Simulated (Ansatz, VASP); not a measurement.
**One calculation of CuO, two programs**

Contents of INCAR:

```
SYSTEM = CuO
PREC = Accurate
ENCUT = 600
EDIFF = 1E-6
ISMEAR = -1
SIGMA = 0.05
LREAL = .FALSE.
LASPH = .TRUE.
NELM = 60
ALGO = Normal
ISIF = 3
LWAVE = .FALSE.
LCHARG = .FALSE.
IBRION = 2
NSW = 80
EDIFFG = -0.01
```

KPOINTS

```
regular mesh
0
G
  8 8 4
  0 0 0
```

Contents of POSCAR:

```
CuO
1.0
    2.3446500000     -1.7134000000      0.0000000000
    2.3446500000      1.7134000000      0.0000000000
   -0.8605543552      0.0000000000      5.0594363927
Cu O
2 2
Direct
    0.4968000000      0.0032000000      0.5000000000
    0.0032000000      0.4968000000      0.0000000000
    0.4056000000      0.5714000000      0.7537000000
    0.5714000000      0.4056000000      0.2537000000
```

File input.yaml:

```yaml
crystal:
  lattice:
    - [2.34465, -1.7134, 0.0]
    - [2.34465, 1.7134, 0.0]
    - [-0.8605543552, 0.0, 5.0594363927]
  atoms:
    - { symbol: Cu, position: [0.4968, 0.0032, 0.5] }
    - { symbol: Cu, position: [0.0032, 0.4968, 0.0] }
    - { symbol: O, position: [0.4056, 0.5714, 0.7537] }
    - { symbol: O, position: [0.5714, 0.4056, 0.2537] }
kpoints:
  mp_grid: { grid: [8, 8, 4] }
scf:
  occupations: { method: fermi_dirac, width: 0.05 }
hamiltonian:
  xc: lda
  pseudopotentials: { kind: all_electron, lapw: { basis_error: 0.002 } }
output:
  forces: true
  stress: true
relax:
  f_tol: 0.01
  max_steps: 60
  cell: {}
```

Alike in both runs: task relaxation of cell and atoms; functional LDA; k mesh 8 × 8 × 4; occupations fermi-dirac, width 0.05 eV; no spin polarisation.

```csv
,VASP,Ansatz
version,VASP 6.6.1,Ansatz 0.2.0
potentials or method,"VASP PAW LDA potentials, release 64 (Cu, O), cutoff 600 eV","all-electron LAPW, scalar-relativistic"
```

|  | VASP | Ansatz | Ansatz less VASP |
| --- | --- | --- | --- |
| relaxed volume (Å³/atom) | 10.30 | 10.28 | -0.019 |
| relaxed cell length with the largest relative difference (Å) | 5.060 | 5.049 | -0.0106 |

LDA's correlation is that of Perdew and Zunger in VASP and of Perdew and Wang (1992) in Ansatz. Ansatz ran all-electron here, and VASP with PAW potentials.

Noted on Ansatz's run: the k mesh is thin for a metal, which can move the energy by tens of meV per atom.
